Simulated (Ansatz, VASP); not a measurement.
**Two plane-wave programs on Ti**

Contents of INCAR:

```
PREC = Accurate ; ENCUT = 520
EDIFF = 1E-6 ; ISMEAR = 0
SIGMA = 0.15 ; LREAL = False
LASPH = True ; NELM = 100
ALGO = Fast ; ISIF = 2
LWAVE = False ; LCHARG = False
NBANDS = 12
```

The input KPOINTS:

```
regular mesh
0
Gamma
  22 22 22
```

POSCAR

```
Ti
1.0
    0.0000000000      2.1609519260      1.8517197054
    2.1609519260      0.0000000000      1.8517197054
    2.1609519260      2.1609519260      0.0000000000
Ti
1
Direct
    0.0000000000      0.0000000000      0.0000000000
```

Input for Ansatz:

```yaml
crystal:
  lattice:
    - [0.0, 2.160951926, 1.8517197054]
    - [2.160951926, 0.0, 1.8517197054]
    - [2.160951926, 2.160951926, 0.0]
  atoms:
    - { symbol: Ti, position: [0.0, 0.0, 0.0] }
basis:
  ecutwfc: 520.0
kpoints:
  mp_grid: { grid: [22, 22, 22] }
hamiltonian:
  xc: lda
  pseudopotentials: { kind: paw, azcp: { folder: soft_1 } }
scf:
  occupations: { method: gaussian, width: 0.15 }
output:
  forces: true
  stress: true
  eigenvalues: true
```

Alike in both runs: task single point; functional LDA; k mesh 22 × 22 × 22; occupations gaussian, width 0.15 eV; no spin polarisation.

|  | VASP | Ansatz |
| --- | --- | --- |
| version | VASP 6.6.1 | Ansatz 0.2.0 |
| potentials or method | VASP PAW LDA potentials, release 64 (Ti_sv), cutoff 520 eV | scalar-relativistic, plane waves, PAW |
| valence electrons in the cell | 12 | 12 |

Ansatz gave:

| Quantity | Value |
| --- | --- |
| gap on the k mesh at the Fermi level (eV) | none |
| pressure (GPa) | -8.3 |
| traceless stress, the component that is largest in VASP (GPa) | 1.98 |

Question: What did VASP give for the same quantities?

Answer: gap on the k mesh at the Fermi level (eV): none; pressure (GPa): -8.4; traceless stress, the component that is largest in VASP (GPa): 1.97.

Ansatz warns that its potentials were made for another functional, while VASP's fit it. LDA's correlation is that of Perdew and Zunger in VASP and of Perdew and Wang (1992) in Ansatz. A gap of «none» marks a metal or a gap that the smearing closes.
